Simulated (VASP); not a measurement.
Write the native input for VASP 6.6.1 that does the following.

```
Task                   : single point
Functional             : PBE
Potentials or basis    : VASP PAW PBE potentials, release 64 (K_sv, I)
Cutoff                 : 520 eV
k mesh                 : 6 × 6 × 6
Occupations            : fermi-dirac, width 0.02 eV
Spin                   : no spin polarisation
Dipole correction      : no
Further INCAR settings : ALGO = Normal; EDIFF = 1e-06; NBANDS = 15
```

The structure of KI lies in POSCAR:

```
KI
1.0
    0.0000000000      3.5442832400      3.6864089979
    3.5442832400      0.0000000000      3.6864089979
    3.5442832400      3.5442832400      0.0000000000
K I
1 1
Direct
    0.0000000000      0.0000000000      0.0000000000
    0.5000000000      0.5000000000      0.5000000000
```

This cell differs from its parent crystal: uniaxial z strain +4.0%.

One way to write it, as run:

INCAR

```
ALGO     = Normal         # electronic algorithm
EDIFF    = 1E-6           # SCF threshold, eV
ENCUT    = 520            # plane-wave cutoff, eV
GGA      = PE             # functional
ISIF     = 2              # what is computed and relaxed
ISMEAR   = -1             # smearing method
LASPH    = T              # aspherical terms in the spheres
LCHARG   = F              # write CHGCAR
LREAL    = F              # projectors in reciprocal space
LWAVE    = F              # write WAVECAR
NBANDS   = 15             # bands
NELM     = 100            # most SCF steps
PREC     = Accurate       # precision mode
SIGMA    = 0.02           # smearing width, eV
```

KPOINTS

```
k-points
0
Gamma
  6 6 6
```

Potentials or basis: VASP PAW PBE potentials, release 64 (K_sv, I).

Launch:

```console
$ cat potpaw_PBE.64/K_sv/POTCAR potpaw_PBE.64/I/POTCAR > POTCAR
$ mpirun -np 1 vasp_std > vasp.out
```

Results of the run:

| Property | Result |
| --- | --- |
| Pressure | 0.1 GPa |
| Band gap on the k mesh | 3.85 eV |

Caveat: the cell differs from its parent crystal (uniaxial z strain +4.0%); spin-orbit coupling is left out, which moves the levels of the heavy elements.

Wall time 16 s on 1 thread of Intel(R) Xeon(R) 6975P-C (Granite Rapids) (shared host), peak memory 0.25 GiB.
